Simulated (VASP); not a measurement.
# La (P6_3/mmc) in VASP: electric field gradients with PBE

Aim: the electric field gradients of La with PBE.

Program: VASP 6.6.1. These are calculated values, not measurements. Logs are shortened: lines on timing, memory, paths and dates and some standing lists are left out, and cuts for length are marked.

## 1. The cell of the first run

It takes space group P6_3/mmc (No. 194, hexagonal). Conventional cell: a = 3.750 Å, b = 3.750 Å, c = 6.070 Å, α = 90.00°, β = 90.00°, γ = 120.00°. Within 4.9 Å of La (site symmetry -6m2) lie 12 La at 3.73 to 3.75 Å.

## 2. Electric field gradients, PBE, non-collinear spin, zero start, spin-orbit coupling

File INCAR:

```
SYSTEM = La
PREC = Accurate
ENCUT = 520
EDIFF = 1E-8
ISMEAR = -1
SIGMA = 0.05
LREAL = .FALSE.
LASPH = .TRUE.
NELM = 150
ALGO = Normal
ISIF = 2
LWAVE = .FALSE.
LCHARG = .FALSE.
MAGMOM = 0 0 0 0 0 0
LORBIT = 11
LSORBIT = .TRUE.
GGA_COMPAT = .FALSE.
LORBMOM = .TRUE.
LMAXMIX = 6
GGA = PE
LEFG = .TRUE.
NBANDS = 34
```

File KPOINTS:

```
regular mesh
0
G
  10 10 6
  0 0 0
```

File POSCAR:

```
La
1.0
    3.7500000000      0.0000000000      0.0000000000
   -1.8750000000      3.2475952642      0.0000000000
    0.0000000000      0.0000000000      6.0700000000
La
2
Direct
    0.3333333333      0.6666666667      0.2500000000
    0.6666666667      0.3333333333      0.7500000000
```

Potentials or basis: VASP PAW PBE potentials, release 64 (La).

Started as:

```
cat potpaw_PBE.64/La/POTCAR > POTCAR
mpirun -np 1 vasp_ncl > vasp.out
```

OUTCAR:

```text
SYSTEM = La
   PREC = Accurate
   ENCUT = 520
   EDIFF = 1E-8
   ISMEAR = -1
   LREAL = .FALSE.
   LASPH = .TRUE.
   NELM = 150
   ISIF = 2
   LORBIT = 11
   LSORBIT = .TRUE.
   GGA = PE

 ion  position               nearest neighbor table
   1  0.333  0.667  0.250-
   2  0.667  0.333  0.750-

  LATTYP: Found a hexagonal cell.
 ALAT       =     3.7500000000
 C/A-ratio  =     1.6186666667

  Lattice vectors:

 A1 = (   3.7500000000,   0.0000000000,   0.0000000000)
 A2 = (  -1.8750000000,   3.2475952642,   0.0000000000)
 A3 = (   0.0000000000,   0.0000000000,   6.0700000000)

Analysis of symmetry for initial positions (statically):
=====================================================================
 Subroutine PRICEL returns:
 Original cell was already a primitive cell.

 Routine SETGRP: Setting up the symmetry group for a
 hexagonal supercell.

 Subroutine GETGRP returns: Found 24 space group operations
 (whereof 12 operations were pure point group operations)
 out of a pool of 24 trial point group operations.

The static configuration has the point symmetry D_3d.
 The point group associated with its full space group is D_6h.

Analysis of symmetry for dynamics (positions and initial velocities):
=====================================================================
 Subroutine PRICEL returns:
 Original cell was already a primitive cell.

 Routine SETGRP: Setting up the symmetry group for a
 hexagonal supercell.

 Subroutine GETGRP returns: Found 24 space group operations
 (whereof 12 operations were pure point group operations)
 out of a pool of 24 trial point group operations.

The dynamic configuration has the point symmetry D_3d.
 The point group associated with its full space group is D_6h.

Analysis of structural, dynamic, and magnetic symmetry:
=====================================================================
 Subroutine PRICEL returns:
 Original cell was already a primitive cell.

 Routine SETGRP: Setting up the symmetry group for a
 hexagonal supercell.

 Subroutine GETGRP returns: Found 24 space group operations
 (whereof 12 operations were pure point group operations)
 out of a pool of 24 trial point group operations.

The overall configuration has the point symmetry D_3d.
 The point group associated with its full space group is D_6h.

 Subroutine INISYM returns: Found 24 space group operations
 (whereof 12 operations are pure point group operations),
 and found     1 'primitive' translations

----------------------------------------------------------------------------------------

                                     Primitive cell

  volume of cell :      73.9234

  direct lattice vectors                    reciprocal lattice vectors
     3.750000000  0.000000000  0.000000000     0.266666667  0.153960072  0.000000000
    -1.875000000  3.247595264  0.000000000     0.000000000  0.307920144  0.000000000
     0.000000000  0.000000000  6.070000000     0.000000000  0.000000000  0.164744646

  length of vectors
     3.750000000  3.750000000  6.070000000     0.307920144  0.307920144  0.164744646

  position of ions in fractional coordinates (direct lattice)
     0.333333333  0.666666667  0.250000000
     0.666666667  0.333333333  0.750000000

  ion indices of the primitive-cell ions
[... 1030 lines left out ...]
  in kB        3.5889926      3.5889926      3.7665206      0.0000000      0.0000000      0.0000000
  external PRESSURE =       3.6481686 kB  Pullay stress =       0.0000000 kB

 VOLUME and BASIS-vectors are now :
 -----------------------------------------------------------------------------
  energy-cutoff  :      520.00
  volume of cell :       73.92
      direct lattice vectors                 reciprocal lattice vectors
     3.750000000  0.000000000  0.000000000     0.266666667  0.153960072  0.000000000
    -1.875000000  3.247595264  0.000000000     0.000000000  0.307920144  0.000000000
     0.000000000  0.000000000  6.070000000     0.000000000  0.000000000  0.164744646

 POSITION                                       TOTAL-FORCE (eV/Angst)
 -----------------------------------------------------------------------------------
     -0.00000      2.16506      1.51750        -0.000000      0.000000      0.000000
      1.87500      1.08253      4.55250         0.000000     -0.000000      0.000000
 -----------------------------------------------------------------------------------
    total drift:                                0.000000     -0.000000      0.000000

  FREE ENERGIE OF THE ION-ELECTRON SYSTEM (eV)
  ---------------------------------------------------
  free  energy   TOTEN  =       -10.3243240063 eV

  energy  without entropy=      -10.2931456533  energy(sigma->0) =      -10.30873483

 Electric field gradients (V/A^2)
---------------------------------------------------------------------
 ion       V_xx      V_yy      V_zz      V_xy      V_xz      V_yz
---------------------------------------------------------------------
   1      -3.497    -3.497     6.994     0.000    -0.000     0.000
   2      -3.497    -3.497     6.994     0.000     0.000    -0.000
---------------------------------------------------------------------

 Electric field gradients after diagonalization (V/A^2)
 (convention: |V_zz| > |V_xx| > |V_yy|)
----------------------------------------------------------------------
 ion       V_xx      V_yy      V_zz     asymmetry (V_yy - V_xx)/ V_zz
----------------------------------------------------------------------
   1      -3.498    -3.496     6.994       0.000
   2      -3.498    -3.496     6.994       0.000
----------------------------------------------------------------------

           NMR quadrupolar parameters

 Cq : quadrupolar parameter    Cq=e*Q*V_zz/h
 eta: asymmetry parameters     (V_yy - V_xx)/ V_zz
 Q  : nuclear electric quadrupole moment in mb (millibarn)
----------------------------------------------------------------------
 ion       Cq(MHz)       eta       Q (mb)
----------------------------------------------------------------------
   1       0.017       0.000       1.000
   2       0.017       0.000       1.000
----------------------------------------------------------------------

 orbital moment (x)

 # of ion     p       d       f       tot
 ------------------------------------------------
  1         0.000   0.000   0.000   0.000
  2         0.000  -0.000   0.000  -0.000
 ------------------------------------------------
            0.000  -0.000   0.000  -0.000

 orbital moment (y)

 # of ion     p       d       f       tot
 ------------------------------------------------
  1        -0.000  -0.000   0.000  -0.000
  2         0.000   0.000   0.000   0.000
 ------------------------------------------------
            0.000   0.000   0.000   0.000

 orbital moment (z)

 # of ion     p       d       f       tot
 ------------------------------------------------
  1         0.000   0.000   0.000   0.000
  2         0.000   0.000   0.000   0.000
 ------------------------------------------------
            0.000   0.000   0.000   0.000

 Spin-Orbit-Coupling matrix elements

 Ion:    1  E_soc:     -0.5991260
 l=   1
     0.0000000    -0.0987026    -0.0987942
    -0.0987026     0.0000000    -0.0987026
    -0.0987942    -0.0987026     0.0000000
 l=   2
     0.0000000    -0.0002012     0.0000000    -0.0002012    -0.0007363
    -0.0002012     0.0000000    -0.0005872    -0.0002296    -0.0002012
     0.0000000    -0.0005872     0.0000000    -0.0005872     0.0000000
    -0.0002012    -0.0002296    -0.0005872     0.0000000    -0.0002012
    -0.0007363    -0.0002012     0.0000000    -0.0002012     0.0000000
 l=   3
     0.0000000    -0.0000250     0.0000000     0.0000000     0.0000000    -0.0000250    -0.0000795
    -0.0000250     0.0000000    -0.0000221     0.0000000    -0.0000221    -0.0000541    -0.0000100
     0.0000000    -0.0000221     0.0000000    -0.0000611    -0.0000042    -0.0000221     0.0000000
     0.0000000     0.0000000    -0.0000611     0.0000000    -0.0000611     0.0000000     0.0000000
     0.0000000    -0.0000221    -0.0000042    -0.0000611     0.0000000    -0.0000221     0.0000000
    -0.0000250    -0.0000541    -0.0000221     0.0000000    -0.0000221     0.0000000    -0.0000100
    -0.0000795    -0.0000100     0.0000000     0.0000000     0.0000000    -0.0000100     0.0000000

 Ion:    2  E_soc:     -0.5991260
 l=   1
     0.0000000    -0.0987026    -0.0987942
    -0.0987026     0.0000000    -0.0987026
    -0.0987942    -0.0987026     0.0000000
 l=   2
     0.0000000    -0.0002012     0.0000000    -0.0002012    -0.0007363
    -0.0002012     0.0000000    -0.0005872    -0.0002296    -0.0002012
     0.0000000    -0.0005872     0.0000000    -0.0005872     0.0000000
    -0.0002012    -0.0002296    -0.0005872     0.0000000    -0.0002012
    -0.0007363    -0.0002012     0.0000000    -0.0002012     0.0000000
 l=   3
     0.0000000    -0.0000250     0.0000000     0.0000000     0.0000000    -0.0000250    -0.0000795
    -0.0000250     0.0000000    -0.0000221     0.0000000    -0.0000221    -0.0000541    -0.0000100
     0.0000000    -0.0000221     0.0000000    -0.0000611    -0.0000042    -0.0000221     0.0000000
     0.0000000     0.0000000    -0.0000611     0.0000000    -0.0000611     0.0000000     0.0000000
     0.0000000    -0.0000221    -0.0000042    -0.0000611     0.0000000    -0.0000221     0.0000000
    -0.0000250    -0.0000541    -0.0000221     0.0000000    -0.0000221     0.0000000    -0.0000100
    -0.0000795    -0.0000100     0.0000000     0.0000000     0.0000000    -0.0000100     0.0000000

 total charge

# of ion       s       p       d       f       tot
--------------------------------------------------
    1        2.068   5.555   0.888   0.086   8.597
    2        2.068   5.555   0.888   0.086   8.597
--------------------------------------------------
tot          4.136  11.111   1.776   0.171  17.194

 magnetization (x)

# of ion       s       p       d       f       tot
--------------------------------------------------
    1        0.000   0.000   0.000   0.000   0.000
    2        0.000   0.000   0.000   0.000   0.000
--------------------------------------------------
tot          0.000   0.000   0.000   0.000   0.000

 magnetization (y)

# of ion       s       p       d       f       tot
--------------------------------------------------
    1        0.000   0.000   0.000   0.000   0.000
    2        0.000   0.000   0.000   0.000   0.000
--------------------------------------------------
tot          0.000   0.000   0.000   0.000   0.000

 magnetization (z)

# of ion       s       p       d       f       tot
--------------------------------------------------
    1        0.000   0.000   0.000   0.000   0.000
    2        0.000   0.000   0.000   0.000   0.000
--------------------------------------------------
tot          0.000   0.000   0.000   0.000   0.000
```

Wall time 12 min (1 thread of Intel Xeon 8259CL, shared host); peak memory 0.46 GiB.

Results:

```yaml
Free_energy: -10.3243 eV
Pressure: 0.4 GPa
Net_moment: 0.00 μB per cell
Largest_electric_field_gradient_by_atom: La +7.0 V/Å²
Valence_electrons_inside_the_program's_atomic_spheres: La 8.60
```

Moments on the atoms (μB; x, y, z):
```
La  0.00 0.00 0.00
La  0.00 0.00 0.00
```

Electric field gradients, principal values (V/Å²):
| atom | least | middle | greatest (by size) |
| --- | --- | --- | --- |
| 1 La | -3.496 | -3.498 | 6.994 |
| 2 La | -3.496 | -3.498 | 6.994 |

Caveat: without QUAD_EFG the Cq values of the log hold for a quadrupole moment of 1 mb, not for the nuclei.
